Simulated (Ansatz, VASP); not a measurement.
**P in VASP and in Ansatz**

```
P
1.0
     1.72131   -1.72133    0.00000
     1.72131    1.72133    0.00000
     0.00000    0.00000    4.94457
P
2
Direct
  0.50000 0.50000 0.25000
  0.50000 0.50000 0.75000
```

Alike in both runs: functional PBE; k mesh 6 × 6 × 6; occupations gaussian, width 0.1 eV; no spin polarisation.

Ansatz relaxed the structure, and its values are those at the end. VASP's run is a single point on that final structure, the one shown.

|  | VASP | Ansatz |
| --- | --- | --- |
| version | VASP 6.6.1 | Ansatz 0.2.0 |
| potentials or method | VASP PAW PBE potentials, release 64 (P), cutoff 520 eV | scalar-relativistic, plane waves, PAW |
| valence electrons in the cell | 10 | 10 |

Ansatz gave:

```
gap on the k mesh at the Fermi level (eV) : none
pressure (GPa)                            : 0.1
```

What did VASP give for the same quantities?

gap on the k mesh at the Fermi level (eV): none; pressure (GPa): -0.2.

A gap of «none» marks a metal or a gap that the smearing closes. With one functional, cell and mesh, what is left measures potentials, basis and numerics.

The k mesh is coarse, so the values compare programs but aren't converged.
